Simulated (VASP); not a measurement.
# SrO (Fm-3m) in VASP: single point with PBE

Aim: the single point of SrO with PBE.

Everything below comes from runs of VASP 6.6.1. Logs are shortened: lines on timing, memory, paths and dates and some standing lists are left out, and cuts for length are marked.

### 1 The cell of the first run

It takes space group Fm-3m (No. 225, cubic). The conventional cell has a = 5.133 Å, b = 5.133 Å, c = 5.133 Å, α = 90.00°, β = 90.00°, γ = 90.00°. Sr (site symmetry m-3m) has 6 O at 2.57 Å within 3.4 Å. Within 3.4 Å of O (site symmetry m-3m) lie 6 Sr at 2.57 Å.

### 2 Single point, PBE

Contents of INCAR:

```
SYSTEM = SrO
  PREC = Accurate
  ENCUT = 600
  EDIFF = 1E-6
  ISMEAR = 0
  SIGMA = 0.01
  LREAL = .FALSE.
  LASPH = .TRUE.
  NELM = 120
  ALGO = Normal
  ISIF = 2
  LWAVE = .FALSE.
  LCHARG = .FALSE.
  GGA = PE
  NBANDS = 15
  GGA_COMPAT = .FALSE.
```

Contents of KPOINTS:

```
regular mesh
0
G
  3 3 3
  0 0 0
```

Contents of POSCAR:

```
SrO
1.0
    0.0000000000      2.5663000000      2.5663000000
    2.5663000000      0.0000000000      2.5663000000
    2.5663000000      2.5663000000      0.0000000000
Sr O
1 1
Direct
    0.5000000000      0.5000000000      0.5000000000
    0.0000000000      0.0000000000      0.0000000000
```

Potentials or basis: VASP PAW PBE potentials, release 64 (Sr_sv, O).

Launch:

```
$ cat potpaw_PBE.64/Sr_sv/POTCAR potpaw_PBE.64/O/POTCAR > POTCAR
$ mpirun -np 1 vasp_std > vasp.out
```

OUTCAR:

```text
SYSTEM = SrO
   PREC = Accurate
   ENCUT = 600
   EDIFF = 1E-6
   ISMEAR = 0
   LREAL = .FALSE.
   LASPH = .TRUE.
   NELM = 120
   ISIF = 2
   GGA = PE

 ion  position               nearest neighbor table
   1  0.500  0.500  0.500-   2 2.57   2 2.57   2 2.57   2 2.57   2 2.57   2 2.57
   2  0.000  0.000  0.000-   1 2.57   1 2.57   1 2.57   1 2.57   1 2.57   1 2.57

  LATTYP: Found a face centered cubic cell.
 ALAT       =     5.1326000000

  Lattice vectors:

 A1 = (   0.0000000000,   2.5663000000,   2.5663000000)
 A2 = (   2.5663000000,   0.0000000000,   2.5663000000)
 A3 = (   2.5663000000,   2.5663000000,   0.0000000000)

Analysis of symmetry for initial positions (statically):
=====================================================================
 Subroutine PRICEL returns:
 Original cell was already a primitive cell.

 Routine SETGRP: Setting up the symmetry group for a
 face centered cubic supercell.

 Subroutine GETGRP returns: Found 48 space group operations
 (whereof 48 operations were pure point group operations)
 out of a pool of 48 trial point group operations.

The static configuration has the point symmetry O_h .

Analysis of symmetry for dynamics (positions and initial velocities):
=====================================================================
 Subroutine PRICEL returns:
 Original cell was already a primitive cell.

 Routine SETGRP: Setting up the symmetry group for a
 face centered cubic supercell.

 Subroutine GETGRP returns: Found 48 space group operations
 (whereof 48 operations were pure point group operations)
 out of a pool of 48 trial point group operations.

The dynamic configuration has the point symmetry O_h .

 Subroutine INISYM returns: Found 48 space group operations
 (whereof 48 operations are pure point group operations),
 and found     1 'primitive' translations

----------------------------------------------------------------------------------------

                                     Primitive cell

  volume of cell :      33.8028

  direct lattice vectors                    reciprocal lattice vectors
     0.000000000  2.566300000  2.566300000    -0.194833028  0.194833028  0.194833028
     2.566300000  0.000000000  2.566300000     0.194833028 -0.194833028  0.194833028
     2.566300000  2.566300000  0.000000000     0.194833028  0.194833028 -0.194833028

  length of vectors
     3.629296265  3.629296265  3.629296265     0.337460704  0.337460704  0.337460704

  position of ions in fractional coordinates (direct lattice)
     0.500000000  0.500000000  0.500000000
     0.000000000  0.000000000  0.000000000

  ion indices of the primitive-cell ions
   primitive index   ion index
                 1           1
                 2           2

----------------------------------------------------------------------------------------

 KPOINTS: regular mesh

Automatic generation of k-mesh.
 Grid dimensions read from file:
 generate k-points for:    3    3    3

 Generating k-lattice:

  Cartesian coordinates                     Fractional coordinates (reciprocal lattice)
    -0.064944343  0.064944343  0.064944343     0.333333333  0.000000000  0.000000000
     0.064944343 -0.064944343  0.064944343     0.000000000  0.333333333  0.000000000
     0.064944343  0.064944343 -0.064944343     0.000000000  0.000000000  0.333333333

  Length of vectors
     0.112486901  0.112486901  0.112486901

  Shift w.r.t. Gamma in fractional coordinates (k-lattice)
     0.000000000  0.000000000  0.000000000

 Subroutine IBZKPT returns following result:
 ===========================================

 Found      4 irreducible k-points:

 Following reciprocal coordinates:
            Coordinates               Weight
  0.000000  0.000000  0.000000      1.000000
  0.333333  0.000000  0.000000      8.000000
  0.333333  0.333333  0.000000      6.000000
 -0.333333  0.333333  0.000000     12.000000
   k-points           NKPTS =      4   k-points in BZ     NKDIM =      4   number of bands    NBANDS=     15
   number of dos      NEDOS =    301   number of ions     NIONS =      2
   total plane-waves  NPLWV =  27000
   dimension x,y,z NGX =    30 NGY =   30 NGZ =   30
   dimension x,y,z NGXF=    60 NGYF=   60 NGZF=   60
   ions per type =               1   1
   NGX,Y,Z   is equivalent  to a cutoff of  13.74, 13.74, 13.74 a.u.
   NGXF,Y,Z  is equivalent  to a cutoff of  27.48, 27.48, 27.48 a.u.
 SYSTEM =  SrO
   PREC   = accura    normal or accurate (medium, high low for compatibility)
   ISTART =      0    job   : 0-new  1-cont  2-samecut
   ICHARG =      2    charge: 1-file 2-atom 10-const
   ISPIN  =      1    spin polarized calculation?
   LNONCOLLINEAR =      F non collinear calculations
   LSORBIT =      F    spin-orbit coupling
   LASPH  =      T    aspherical Exc in radial PAW
   ENCUT  =  600.0 eV  44.10 Ry    6.64 a.u.   7.25  7.25  7.25*2*pi/ulx,y,z
   NELM   =    120;   NELMIN=  2; NELMDL= -5     # of ELM steps
   EDIFF  = 0.1E-05   stopping-criterion for ELM
   LREAL  =      F    real-space projection
   EDIFFG = 0.1E-04   stopping-criterion for IOM
   NSW    =      0    number of steps for IOM
   IBRION =     -1    ionic relax: 0-MD 1-quasi-New 2-CG
   NFREE  =      0    steps in history (QN), initial steepest desc. (CG)
   ISIF   =      2    stress and relaxation
   ISYM   =      2    0-nonsym 1-usesym 2-fastsym
   POTIM  = 0.5000    time-step for ionic-motion
   TEBEG  =    0.0;   TEEND  =   0.0 temperature during run
   PSTRESS=    0.0 pullay stress
   NELECT =      16.0000    total number of electrons
   NUPDOWN=      -1.0000    fix difference up-down
   EMIN   =  10.00;   EMAX   =-10.00  energy-range for DOS
   EFERMI =   0.00;   METHOD = LEGACY
   ISMEAR =     0;   SIGMA  =   0.01  broadening in eV -4-tet -1-fermi 0-gaus
   EFERMI_NEDOS =   21; number of points for ismear=-14 and -15
   IALGO  =     38    algorithm
   IMIX   =      4    mixing-type and parameters
     AMIX     =   0.40;   BMIX     =  1.00
     AMIX_MAG =   1.60;   BMIX_MAG =  1.00
  volume/ion in A,a.u.               =      16.90       114.06
  Fermi-wavevector in a.u.,A,eV,Ry     =   1.275843  2.410995 22.147245  1.627777
  Thomas-Fermi vector in A             =   2.408533
   LORBIT       =      0    0 simple, 1 ext, 2 COOP (PROOUT), +10 PAW based schemes
   GGA     = PE    functional components
   LHFCALC =     F    Hartree Fock is set to
   AEXX    =    0.0000 exact exchange contribution
   IVDW    =     0    specifies the selected vdW correction
   LEPSILON=     F    determine dielectric tensor
   LRPA    =     F    only Hartree local field effects (RPA)
 non-spin polarized calculation
 Gauss-broadening in eV      SIGMA  =   0.01
  energy-cutoff  :      600.00
  volume of cell :       33.80
 maximum number of plane-waves:      1139
 NGX is ok and might be reduce to    30
   NGX = 15   NGY = 15   NGZ = 15

 number of electron      15.9999997 magnetization

 Free energy of the ion-electron system (eV)
  ---------------------------------------------------
  ext. energy  EPLUGINS =         0.00000000
  ---------------------------------------------------
  free energy    TOTEN  =       -12.01349283 eV

  energy without entropy =      -12.01349283  energy(sigma->0) =      -12.01349283

 E-fermi :   1.8104     XC(G=0): -10.0458

 val. band max:        1.7244372360   @ k =   0.0000   0.0000   0.0000
 cond. band min:       5.4691759237   @ k =   0.3333   0.3333   0.0000
 fundamental gap:      3.7447386878
 Fermi energy:         1.8104081870

 k-point     1 :       0.0000    0.0000    0.0000
  band No.  band energies     occupation
      1     -30.6883      2.00000
      2     -13.3708      2.00000
      3     -12.3198      2.00000
      4     -12.3198      2.00000
      5     -12.3198      2.00000
      6       1.7244      2.00000
      7       1.7244      2.00000
      8       1.7244      2.00000
      9       5.7242      0.00000
     10       7.9118      0.00000
     11       7.9118      0.00000
     12       7.9118      0.00000
     13      10.0907      0.00000
     14      10.0907      0.00000
     15      14.4406      0.00000

 k-point     2 :       0.3333    0.0000    0.0000
  band No.  band energies     occupation
      1     -30.5827      2.00000
      2     -14.6475      2.00000
      3     -12.3822      2.00000
      4     -12.3822      2.00000
      5     -11.2983      2.00000
      6      -0.0421      2.00000
      7       0.8207      2.00000
      8       0.8207      2.00000
      9       7.9122      0.00000
     10       9.0292      0.00000
     11       9.7516      0.00000
     12       9.7516      0.00000
     13      12.3762      0.00000
     14      12.3762      0.00000
     15      17.6215      0.00000

 k-point     3 :       0.3333    0.3333    0.0000
  band No.  band energies     occupation
      1     -30.5510      2.00000
      2     -14.0871      2.00000
      3     -12.6002      2.00000
      4     -12.6002      2.00000
      5     -12.1421      2.00000
      6       0.6000      2.00000
      7       1.5890      2.00000
      8       1.5890      2.00000
      9       5.4692      0.00000
     10       8.5704      0.00000
     11      11.3482      0.00000
     12      11.4418      0.00000
     13      11.4418      0.00000
     14      12.3117      0.00000
     15      18.3849      0.00000

 k-point     4 :      -0.3333    0.3333    0.0000
  band No.  band energies     occupation
      1     -30.5149      2.00000
      2     -14.3714      2.00000
      3     -13.0173      2.00000
      4     -12.5263      2.00000
      5     -11.6509      2.00000
      6       0.3909      2.00000
      7       0.9103      2.00000
      8       1.2385      2.00000
      9       7.3998      0.00000
     10       8.9244      0.00000
     11      10.7025      0.00000
     12      11.2715      0.00000
     13      13.0578      0.00000
     14      14.5539      0.00000
     15      16.7892      0.00000

------------------------ aborting loop because EDIFF is reached ----------------------------------------

  FORCE on cell =-STRESS in cart. coord.  units (eV):
  Direction    XX          YY          ZZ          XY          YZ          ZX
  --------------------------------------------------------------------------------------
  -------------------------------------------------------------------------------------
  Total        0.8454188      0.8454188      0.8454188     -0.0000000     -0.0000000      0.0000000
  in kB       40.0710020     40.0710020     40.0710020     -0.0000000     -0.0000000      0.0000000
  external PRESSURE =      40.0710020 kB  Pullay stress =       0.0000000 kB

 VOLUME and BASIS-vectors are now :
 -----------------------------------------------------------------------------
  energy-cutoff  :      600.00
  volume of cell :       33.80
      direct lattice vectors                 reciprocal lattice vectors
     0.000000000  2.566300000  2.566300000    -0.194833028  0.194833028  0.194833028
     2.566300000  0.000000000  2.566300000     0.194833028 -0.194833028  0.194833028
     2.566300000  2.566300000  0.000000000     0.194833028  0.194833028 -0.194833028

 POSITION                                       TOTAL-FORCE (eV/Angst)
 -----------------------------------------------------------------------------------
      2.56630      2.56630      2.56630        -0.000000     -0.000000     -0.000000
      0.00000      0.00000      0.00000         0.000000      0.000000      0.000000
 -----------------------------------------------------------------------------------
    total drift:                               -0.000000      0.000000      0.000000

  FREE ENERGIE OF THE ION-ELECTRON SYSTEM (eV)
  ---------------------------------------------------
  free  energy   TOTEN  =       -12.0134928316 eV

  energy  without entropy=      -12.0134928316  energy(sigma->0) =      -12.01349283
```

Wall time 4.7 s (1 thread of Intel Xeon 6975P-C (Granite Rapids), shared host); peak memory 0.16 GiB.

Results:

| Quantity | Value |
| --- | --- |
| Free energy | -12.0135 eV |
| Pressure | 4.0 GPa |
| Band gap on the k mesh | 3.74 eV, indirect (least direct gap 3.88 eV) |

Caveat: the k points lie up to 0.71 Å⁻¹ apart. A k mesh can miss the band edges.
